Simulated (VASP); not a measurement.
# In (Im-3m) in VASP: notebook

In is run at these levels: PBE; tasks: single point.

Everything below comes from runs of VASP 6.6.1. Logs are shortened: lines on timing, memory, paths and dates and some standing lists are left out, and cuts for length are marked.

## (1) The cell of the first run

It takes space group Im-3m (No. 229, cubic). Conventional cell: a = 3.765 Å, b = 3.765 Å, c = 3.765 Å, α = 90.00°, β = 90.00°, γ = 90.00°. Within 4.3 Å of In (site symmetry m-3m) lie 14 In at 3.26 to 3.77 Å.

## (2) Single point, PBE

File INCAR:

```
SYSTEM = In
PREC = Accurate
ENCUT = 520
EDIFF = 1E-6
ISMEAR = 0
SIGMA = 0.015
LREAL = .False.
LASPH = .True.
NELM = 100
ALGO = Normal
ISIF = 2
LWAVE = .False.
LCHARG = .False.
GGA = PE
NBANDS = 12
```

File KPOINTS:

```
regular mesh
0
Gamma
  10 10 10
  0 0 0
```

File POSCAR:

```
In
1.0
   -1.8825252400      1.8825252400      1.8825252400
    1.8825252400     -1.8825252400      1.8825252400
    1.8825252400      1.8825252400     -1.8825252400
In
1
Direct
    0.0000000000      0.0000000000      0.0000000000
```

Potentials or basis: VASP PAW PBE potentials, release 64 (In_d).

The run is started by

```bash
> cat potpaw_PBE.64/In_d/POTCAR > POTCAR
> mpirun -np 1 vasp_std > vasp.out
```

OUTCAR:

```text
SYSTEM = In
   PREC = Accurate
   ENCUT = 520
   EDIFF = 1E-6
   ISMEAR = 0
   LREAL = .False.
   LASPH = .True.
   NELM = 100
   ISIF = 2
   GGA = PE

 ion  position               nearest neighbor table
   1  0.000  0.000  0.000-

  LATTYP: Found a body centered cubic cell.
 ALAT       =     3.7650504800

  Lattice vectors:

 A1 = (  -1.8825252400,   1.8825252400,   1.8825252400)
 A2 = (   1.8825252400,  -1.8825252400,   1.8825252400)
 A3 = (   1.8825252400,   1.8825252400,  -1.8825252400)

Analysis of symmetry for initial positions (statically):
=====================================================================
 Subroutine PRICEL returns:
 Original cell was already a primitive cell.

 Routine SETGRP: Setting up the symmetry group for a
 body centered cubic supercell.

 Subroutine GETGRP returns: Found 48 space group operations
 (whereof 48 operations were pure point group operations)
 out of a pool of 48 trial point group operations.

The static configuration has the point symmetry O_h .

Analysis of symmetry for dynamics (positions and initial velocities):
=====================================================================
 Subroutine PRICEL returns:
 Original cell was already a primitive cell.

 Routine SETGRP: Setting up the symmetry group for a
 body centered cubic supercell.

 Subroutine GETGRP returns: Found 48 space group operations
 (whereof 48 operations were pure point group operations)
 out of a pool of 48 trial point group operations.

The dynamic configuration has the point symmetry O_h .

 Subroutine INISYM returns: Found 48 space group operations
 (whereof 48 operations are pure point group operations),
 and found     1 'primitive' translations

----------------------------------------------------------------------------------------

                                     Primitive cell

  volume of cell :      26.6859

  direct lattice vectors                    reciprocal lattice vectors
    -1.882525240  1.882525240  1.882525240     0.000000000  0.265600689  0.265600689
     1.882525240 -1.882525240  1.882525240     0.265600689  0.000000000  0.265600689
     1.882525240  1.882525240 -1.882525240     0.265600689  0.265600689  0.000000000

  length of vectors
     3.260629362  3.260629362  3.260629362     0.375616096  0.375616096  0.375616096

  position of ions in fractional coordinates (direct lattice)
     0.000000000  0.000000000  0.000000000

  ion indices of the primitive-cell ions
   primitive index   ion index
                 1           1

----------------------------------------------------------------------------------------

 KPOINTS: regular mesh

Automatic generation of k-mesh.
 Grid dimensions read from file:
 generate k-points for:   10   10   10

 Generating k-lattice:

  Cartesian coordinates                     Fractional coordinates (reciprocal lattice)
     0.000000000  0.026560069  0.026560069     0.100000000  0.000000000  0.000000000
     0.026560069  0.000000000  0.026560069     0.000000000  0.100000000  0.000000000
     0.026560069  0.026560069  0.000000000     0.000000000  0.000000000  0.100000000

  Length of vectors
     0.037561610  0.037561610  0.037561610

  Shift w.r.t. Gamma in fractional coordinates (k-lattice)
     0.000000000  0.000000000  0.000000000

 Subroutine IBZKPT returns following result:
 ===========================================

 Found     47 irreducible k-points:

 Following reciprocal coordinates:
            Coordinates               Weight
  0.000000  0.000000  0.000000      1.000000
  0.100000  0.000000  0.000000     12.000000
  0.200000  0.000000  0.000000     12.000000
  0.300000  0.000000  0.000000     12.000000
  0.400000  0.000000  0.000000     12.000000
  0.500000  0.000000  0.000000      6.000000
[... 16 lines left out ...]
  0.300000  0.300000  0.100000      8.000000
 -0.300000  0.300000  0.100000     24.000000
 [... further k-points ...]
   k-points           NKPTS =     47   k-points in BZ     NKDIM =     47   number of bands    NBANDS=     12
   number of dos      NEDOS =    301   number of ions     NIONS =      1
   total plane-waves  NPLWV =  13824
   dimension x,y,z NGX =    24 NGY =   24 NGZ =   24
   dimension x,y,z NGXF=    48 NGYF=   48 NGZF=   48
   ions per type =               1
   NGX,Y,Z   is equivalent  to a cutoff of  12.24, 12.24, 12.24 a.u.
   NGXF,Y,Z  is equivalent  to a cutoff of  24.47, 24.47, 24.47 a.u.
 SYSTEM =  In
   PREC   = accura    normal or accurate (medium, high low for compatibility)
   ISTART =      0    job   : 0-new  1-cont  2-samecut
   ICHARG =      2    charge: 1-file 2-atom 10-const
   ISPIN  =      1    spin polarized calculation?
   LNONCOLLINEAR =      F non collinear calculations
   LSORBIT =      F    spin-orbit coupling
   LASPH  =      T    aspherical Exc in radial PAW
   ENCUT  =  520.0 eV  38.22 Ry    6.18 a.u.   6.06  6.06  6.06*2*pi/ulx,y,z
   NELM   =    100;   NELMIN=  2; NELMDL= -5     # of ELM steps
   EDIFF  = 0.1E-05   stopping-criterion for ELM
   LREAL  =      F    real-space projection
   EDIFFG = 0.1E-04   stopping-criterion for IOM
   NSW    =      0    number of steps for IOM
   IBRION =     -1    ionic relax: 0-MD 1-quasi-New 2-CG
   NFREE  =      0    steps in history (QN), initial steepest desc. (CG)
   ISIF   =      2    stress and relaxation
   ISYM   =      2    0-nonsym 1-usesym 2-fastsym
   POTIM  = 0.5000    time-step for ionic-motion
   TEBEG  =    0.0;   TEEND  =   0.0 temperature during run
   PSTRESS=    0.0 pullay stress
   NELECT =      13.0000    total number of electrons
   NUPDOWN=      -1.0000    fix difference up-down
   EMIN   =  10.00;   EMAX   =-10.00  energy-range for DOS
   EFERMI =   0.00;   METHOD = LEGACY
   ISMEAR =     0;   SIGMA  =   0.01  broadening in eV -4-tet -1-fermi 0-gaus
   EFERMI_NEDOS =   21; number of points for ismear=-14 and -15
   IALGO  =     38    algorithm
   IMIX   =      4    mixing-type and parameters
     AMIX     =   0.40;   BMIX     =  1.00
     AMIX_MAG =   1.60;   BMIX_MAG =  1.00
  volume/ion in A,a.u.               =      26.69       180.09
  Fermi-wavevector in a.u.,A,eV,Ry     =   1.288136  2.434225 22.576080  1.659295
  Thomas-Fermi vector in A             =   2.420108
   LORBIT       =      0    0 simple, 1 ext, 2 COOP (PROOUT), +10 PAW based schemes
   GGA     = PE    functional components
   LHFCALC =     F    Hartree Fock is set to
   AEXX    =    0.0000 exact exchange contribution
   IVDW    =     0    specifies the selected vdW correction
   LEPSILON=     F    determine dielectric tensor
   LRPA    =     F    only Hartree local field effects (RPA)
 non-spin polarized calculation
 Gauss-broadening in eV      SIGMA  =   0.01
  energy-cutoff  :      520.00
  volume of cell :       26.69
 maximum number of plane-waves:       736
   NGX = 13   NGY = 13   NGZ = 13

 number of electron      13.0000005 magnetization

 Free energy of the ion-electron system (eV)
  ---------------------------------------------------
  ext. energy  EPLUGINS =         0.00000000
  ---------------------------------------------------
  free energy    TOTEN  =        -2.54743057 eV

  energy without entropy =       -2.54689053  energy(sigma->0) =       -2.54716055

 E-fermi :   7.2605     XC(G=0): -10.1612

 val. band max:        7.2318407824   @ k =   0.2000   0.2000   0.2000
 cond. band min:       7.2633795148   @ k =   0.3000   0.3000   0.0000
 fundamental gap:      0.0315387324
 Fermi energy:         7.2604648628

 k-point     1 :       0.0000    0.0000    0.0000
  band No.  band energies     occupation
      1      -7.3598      2.00000
      2      -7.3598      2.00000
      3      -7.3598      2.00000
      4      -7.0957      2.00000
      5      -7.0957      2.00000
      6      -2.1024      2.00000
      7      18.2021      0.00000
      8      18.2021      0.00000
      9      18.2021      0.00000
     10      20.2487      0.00000
     11      20.2487      0.00000
     12      20.2487      0.00000

 k-point     2 :       0.1000    0.0000    0.0000
  band No.  band energies     occupation
      1      -7.3700      2.00000
      2      -7.3506      2.00000
      3      -7.3207      2.00000
      4      -7.1064      2.00000
      5      -7.0962      2.00000
      6      -1.8740      2.00000
      7      16.1264      0.00000
      8      17.2272      0.00000
      9      17.6753      0.00000
     10      19.1992      0.00000
     11      19.5165      0.00000
     12      20.1120      0.00000

 k-point     3 :       0.2000    0.0000    0.0000
  band No.  band energies     occupation
      1      -7.3965      2.00000
      2      -7.3374      2.00000
      3      -7.2166      2.00000
      4      -7.1272      2.00000
      5      -7.0971      2.00000
      6      -1.1807      2.00000
      7      12.6650      0.00000
      8      15.6465      0.00000
      9      16.5180      0.00000
     10      18.3634      0.00000
     11      18.5644      0.00000
     12      20.6545      0.00000
[... 286 lines left out ...]
 k-point    23 :       0.3000    0.3000    0.1000
  band No.  band energies     occupation
      1      -7.3974      2.00000
      2      -7.2040      2.00000
      3      -7.2040      2.00000
      4      -7.0921      2.00000
      5      -7.0921      2.00000
      6       4.6578      2.00000
      7       6.5607      2.00000
      8       6.5607      2.00000
      9      10.7592      0.00000
     10      23.6029      0.00000
     11      23.6029      0.00000
     12      24.1609      0.00000

 k-point    24 :      -0.3000    0.3000    0.1000
  band No.  band energies     occupation
      1      -7.3872      2.00000
      2      -7.3249      2.00000
      3      -7.1642      2.00000
      4      -7.1099      2.00000
      5      -7.0900      2.00000
      6       0.2189      2.00000
      7       9.5514      0.00000
      8      13.3811      0.00000
      9      14.5216      0.00000
     10      18.1578      0.00000
     11      19.0919      0.00000
     12      19.9338      0.00000

 [... further k-points ...]
[... 5 lines left out ...]
  --------------------------------------------------------------------------------------
  -------------------------------------------------------------------------------------
  Total        0.2468507      0.2468507      0.2468507      0.0000000     -0.0000000      0.0000000
  in kB       14.8204898     14.8204898     14.8204898      0.0000000     -0.0000000      0.0000000
  external PRESSURE =      14.8204898 kB  Pullay stress =       0.0000000 kB

 VOLUME and BASIS-vectors are now :
 -----------------------------------------------------------------------------
  energy-cutoff  :      520.00
  volume of cell :       26.69
      direct lattice vectors                 reciprocal lattice vectors
    -1.882525240  1.882525240  1.882525240     0.000000000  0.265600689  0.265600689
     1.882525240 -1.882525240  1.882525240     0.265600689  0.000000000  0.265600689
     1.882525240  1.882525240 -1.882525240     0.265600689  0.265600689  0.000000000

 POSITION                                       TOTAL-FORCE (eV/Angst)
 -----------------------------------------------------------------------------------
      0.00000      0.00000      0.00000         0.000000     -0.000000      0.000000
 -----------------------------------------------------------------------------------
    total drift:                               -0.000000      0.000000      0.000000

  FREE ENERGIE OF THE ION-ELECTRON SYSTEM (eV)
  ---------------------------------------------------
  free  energy   TOTEN  =        -2.5474305731 eV

  energy  without entropy=       -2.5468905341  energy(sigma->0) =       -2.54716055
```

It took 8.2 s on 1 thread of AMD EPYC 7R13 (Zen 3), shared host; peak memory 0.11 GiB.

Results:

| Quantity | Value |
| --- | --- |
| Free energy | -2.5474 eV |
| Pressure | 1.5 GPa |

Levels at points of the mesh, in eV from the Fermi level:
```csv
k point,band 4,band 5,band 6,band 7,band 8,band 9
"(0.00, 0.00, 0.00)",-14.36,-14.36,-9.36,10.94,10.94,10.94
"(0.50, 0.00, 0.00)",-14.36,-14.19,-3.88,-3.06,5.88,7.31
"(0.50, 0.50, 0.50)",-14.23,-14.23,0.94,1.31,1.31,1.31
```

Caveat: spin-orbit coupling is left out, which moves the levels of the heavy elements.

## (3) Single point, PBE

File INCAR:

```
PREC     = Accurate       # precision mode
ENCUT    = 520            # plane-wave cutoff, eV
EDIFF    = 1E-6           # SCF threshold, eV
ISMEAR   = 0              # smearing method
SIGMA    = 0.016          # smearing width, eV
LREAL    = False          # projectors in reciprocal space
LASPH    = True           # aspherical terms in the spheres
NELM     = 80             # most SCF steps
ALGO     = Normal         # electronic algorithm
ISIF     = 2              # what is computed and relaxed
LWAVE    = False          # write WAVECAR
LCHARG   = True           # write CHGCAR
GGA      = PE             # functional
LELF     = True           # ELF
LVHAR    = True         
NBANDS   = 12             # bands
```

File KPOINTS:

```
regular mesh
0
Gamma
  10 10 10
```

POSCAR is that of step 2.

Potentials or basis: VASP PAW PBE potentials, release 64 (In_d).

The run is started by

```bash
> cat potpaw_PBE.64/In_d/POTCAR > POTCAR
> mpirun -np 1 vasp_std > vasp.out
```

OUTCAR:

```text
PREC = Accurate
   ENCUT = 520
   EDIFF = 1E-6
   ISMEAR = 0
   LREAL = False
   LASPH = True
   NELM = 80
   ISIF = 2
   GGA = PE

 ion  position               nearest neighbor table
   1  0.000  0.000  0.000-

  LATTYP: Found a body centered cubic cell.
 ALAT       =     3.7650504800

  Lattice vectors:

 A1 = (  -1.8825252400,   1.8825252400,   1.8825252400)
 A2 = (   1.8825252400,  -1.8825252400,   1.8825252400)
 A3 = (   1.8825252400,   1.8825252400,  -1.8825252400)

Analysis of symmetry for initial positions (statically):
=====================================================================
 Subroutine PRICEL returns:
 Original cell was already a primitive cell.

 Routine SETGRP: Setting up the symmetry group for a
 body centered cubic supercell.

 Subroutine GETGRP returns: Found 48 space group operations
 (whereof 48 operations were pure point group operations)
 out of a pool of 48 trial point group operations.

The static configuration has the point symmetry O_h .

Analysis of symmetry for dynamics (positions and initial velocities):
=====================================================================
 Subroutine PRICEL returns:
 Original cell was already a primitive cell.

 Routine SETGRP: Setting up the symmetry group for a
 body centered cubic supercell.

 Subroutine GETGRP returns: Found 48 space group operations
 (whereof 48 operations were pure point group operations)
 out of a pool of 48 trial point group operations.

The dynamic configuration has the point symmetry O_h .

 Subroutine INISYM returns: Found 48 space group operations
 (whereof 48 operations are pure point group operations),
 and found     1 'primitive' translations

----------------------------------------------------------------------------------------

                                     Primitive cell

  volume of cell :      26.6859

[... 107 lines left out ...]
  volume/ion in A,a.u.               =      26.69       180.09
  Fermi-wavevector in a.u.,A,eV,Ry     =   1.288136  2.434225 22.576080  1.659295
  Thomas-Fermi vector in A             =   2.420108
   LORBIT       =      0    0 simple, 1 ext, 2 COOP (PROOUT), +10 PAW based schemes
   GGA     = PE    functional components
   LHFCALC =     F    Hartree Fock is set to
   AEXX    =    0.0000 exact exchange contribution
   IVDW    =     0    specifies the selected vdW correction
   LEPSILON=     F    determine dielectric tensor
   LRPA    =     F    only Hartree local field effects (RPA)
 non-spin polarized calculation
 Gauss-broadening in eV      SIGMA  =   0.02
  energy-cutoff  :      520.00
  volume of cell :       26.69
 maximum number of plane-waves:       736
   NGX = 13   NGY = 13   NGZ = 13

 number of electron      13.0000005 magnetization

 Free energy of the ion-electron system (eV)
  ---------------------------------------------------
  ext. energy  EPLUGINS =         0.00000000
  ---------------------------------------------------
  free energy    TOTEN  =        -2.54746666 eV

  energy without entropy =       -2.54688814  energy(sigma->0) =       -2.54717740

 E-fermi :   7.2602     XC(G=0): -10.1612

 val. band max:        7.2318577464   @ k =   0.2000   0.2000   0.2000
 cond. band min:       7.2633942445   @ k =   0.3000   0.3000   0.0000
 fundamental gap:      0.0315364981
 Fermi energy:         7.2601639974

 k-point     1 :       0.0000    0.0000    0.0000
  band No.  band energies     occupation
      1      -7.3597      2.00000
      2      -7.3597      2.00000
      3      -7.3597      2.00000
      4      -7.0957      2.00000
      5      -7.0957      2.00000
      6      -2.1024      2.00000
      7      18.2021      0.00000
      8      18.2021      0.00000
      9      18.2021      0.00000
     10      20.2487      0.00000
     11      20.2487      0.00000
     12      20.2487      0.00000
[... 331 lines left out ...]
 k-point    24 :      -0.3000    0.3000    0.1000
  band No.  band energies     occupation
      1      -7.3871      2.00000
      2      -7.3249      2.00000
      3      -7.1641      2.00000
      4      -7.1099      2.00000
      5      -7.0900      2.00000
      6       0.2189      2.00000
      7       9.5515      0.00000
      8      13.3812      0.00000
      9      14.5216      0.00000
     10      18.1578      0.00000
     11      19.0919      0.00000
     12      19.9338      0.00000

 [... further k-points ...]
[... 5 lines left out ...]
  --------------------------------------------------------------------------------------
  -------------------------------------------------------------------------------------
  Total        0.2472018      0.2472018      0.2472018      0.0000000     -0.0000000     -0.0000000
  in kB       14.8415710     14.8415710     14.8415710      0.0000000     -0.0000000     -0.0000000
  external PRESSURE =      14.8415710 kB  Pullay stress =       0.0000000 kB

 VOLUME and BASIS-vectors are now :
 -----------------------------------------------------------------------------
  energy-cutoff  :      520.00
  volume of cell :       26.69
      direct lattice vectors                 reciprocal lattice vectors
    -1.882525240  1.882525240  1.882525240     0.000000000  0.265600689  0.265600689
     1.882525240 -1.882525240  1.882525240     0.265600689  0.000000000  0.265600689
     1.882525240  1.882525240 -1.882525240     0.265600689  0.265600689  0.000000000

 POSITION                                       TOTAL-FORCE (eV/Angst)
 -----------------------------------------------------------------------------------
      0.00000      0.00000      0.00000         0.000000      0.000000     -0.000000
 -----------------------------------------------------------------------------------
    total drift:                               -0.000000      0.000000      0.000000

  FREE ENERGIE OF THE ION-ELECTRON SYSTEM (eV)
  ---------------------------------------------------
  free  energy   TOTEN  =        -2.5474666608 eV

  energy  without entropy=       -2.5468881429  energy(sigma->0) =       -2.54717740
```

It took 9.1 s on 1 thread of AMD EPYC 7R13 (Zen 3), shared host; peak memory 0.11 GiB.

Results:

```yaml
Free_energy: -2.5475 eV
Pressure: 1.5 GPa
```

Caveat: spin-orbit coupling is left out, which moves the levels of the heavy elements.
